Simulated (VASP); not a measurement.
Write the native input for VASP 6.6.1 that does the following.

| Property | Result |
| --- | --- |
| Task | single point |
| Functional | PBE |
| Potentials or basis | VASP PAW PBE potentials, release 64 (Al, Ga_d, As) |
| Cutoff | 500 eV |
| k mesh | 4 × 4 × 4 |
| Occupations | gaussian, width 0.1 eV |
| Spin | no spin polarisation |
| Dipole correction | no |
| Further INCAR settings | ALGO = Normal; EDIFF = 1e-06; NBANDS = 41 |

The structure of Al3Ga2As5 lies in POSCAR:

```
Al3Ga2As5
1.0
    0.0002164539     -4.0813038193     -0.0001564055
    4.0808511312     -0.0002302774     -0.0004723310
   -2.0377627018      2.0385816890     14.1771332269
Al Ga As
3 2 5
Direct
   -0.0000634000      0.0001714538     -0.0000039689
    0.5997359148      0.5996351341      0.1995658531
    0.4002175884      0.4002859671      0.8004264456
    0.1999329825      0.1998498231      0.3996760781
    0.8001242622      0.8000558601      0.6003059473
    0.6495276111      0.1492754453      0.2988667461
    0.2500037885      0.7499821249      0.4999991895
    0.8505834422      0.3505041409      0.7011422180
    0.4500607844      0.9501958354      0.9002261489
    0.0498770259      0.5500442154      0.0997953424
```

One way to write it, as run:

INCAR

```
ALGO = Normal ; EDIFF = 1E-6
ENCUT = 500 ; GGA = PE
GGA_COMPAT = F ; ISIF = 2
ISMEAR = 0 ; LASPH = T
LCHARG = F ; LREAL = F
LWAVE = F ; NBANDS = 41
NELM = 120 ; PREC = Accurate
SIGMA = 0.1
```

KPOINTS

```
k-points
0
Gamma
  4 4 4
```

Potentials or basis: VASP PAW PBE potentials, release 64 (Al, Ga_d, As).

Launch:

```bash
$ cat potpaw_PBE.64/Al/POTCAR potpaw_PBE.64/Ga_d/POTCAR potpaw_PBE.64/As/POTCAR > POTCAR
$ mpirun -np 1 vasp_std > vasp.out
```

Results of the run:

```
Pressure               : 0.2 GPa
Largest force          : 0.003 eV/Å
Band gap on the k mesh : 1.00 eV
```

It took 3.2 min on 1 thread of AMD EPYC 9R45 96-Core Processor (Zen 5), on a shared host, peak memory 0.44 GiB.
